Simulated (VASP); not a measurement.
## MoS2: single point with PBE

The system is MoS2.

```
Mo S
1.0
     3.15862    0.00000    0.00000
    -1.57931    2.73544    0.00000
     0.00000    0.00000   12.31358
Mo S
2 4
Cartesian
  0.0000 1.8236 3.0784
  1.5793 0.9118 9.2352
  0.0000 1.8236 7.6703
  1.5793 0.9118 1.5135
  0.0000 1.8236 10.8000
  1.5793 0.9118 4.6432
```

```yaml
Program: VASP 6.6.1
Task: single point
Functional: PBE
Potentials_or_basis: VASP PAW PBE potentials, release 64 (Mo_sv, S)
Cutoff: 500 eV
k_mesh: 8 × 8 × 2
Occupations: gaussian, width 0.05 eV
Spin: collinear spin
Starting_moments: "[0.05, 0.05, 0.0, 0.0, 0.0, 0.0] μB"
Dipole_correction: no
Further_INCAR_settings: ALGO = Normal; EDIFF = 1e-06; NBANDS = 39
```

* Pressure: 2.9 GPa
* Largest force: 0.009 eV/Å
* Band gap on the k mesh: 1.00 eV (least direct gap 1.96 eV)
* Net moment: 0.00 μB per cell
* Valence electrons inside the program's atomic spheres: Mo 12.47; S 3.71

Forces in eV/Å, atoms in the order of the input:
```
Mo   0.000  0.000  0.000
Mo   0.000  0.000  0.000
S    0.000  0.000  0.009
S    0.000  0.000  0.009
S    0.000  0.000 -0.009
S    0.000  0.000 -0.009
```

Levels at points of the mesh, in eV from the valence-band top:
Spin up:
| k point | band 24 | band 25 | band 26 | band 27 | band 28 | band 29 |
| --- | --- | --- | --- | --- | --- | --- |
| (0.00, 0.00, 0.00) | -1.19 | -1.16 | 0.00 | 2.14 | 2.14 | 2.17 |
| (0.50, 0.00, 0.00) | -1.50 | -1.39 | -1.27 | 1.66 | 1.70 | 2.05 |
| (0.00, 0.00, 0.50) | -2.12 | -0.27 | -0.27 | 2.15 | 2.15 | 2.15 |
| (0.50, 0.00, 0.50) | -1.60 | -1.32 | -1.32 | 1.68 | 1.68 | 2.20 |
Spin down:
| k point | band 24 | band 25 | band 26 | band 27 | band 28 | band 29 |
| --- | --- | --- | --- | --- | --- | --- |
| (0.00, 0.00, 0.00) | -1.19 | -1.16 | 0.00 | 2.14 | 2.14 | 2.17 |
| (0.50, 0.00, 0.00) | -1.50 | -1.39 | -1.27 | 1.66 | 1.70 | 2.05 |
| (0.00, 0.00, 0.50) | -2.12 | -0.27 | -0.27 | 2.15 | 2.15 | 2.15 |
| (0.50, 0.00, 0.50) | -1.60 | -1.32 | -1.32 | 1.68 | 1.68 | 2.20 |

It took 99 s on 1 thread of Intel(R) Xeon(R) Platinum 8488C (Sapphire Rapids), with other jobs on the host, peak memory 0.31 GiB.

Caveat: this functional lacks dispersion, which binds the layers, so the pressure and a relaxed spacing across them are unreliable. PBE gaps usually lie below the measured ones, often by a third to a half.
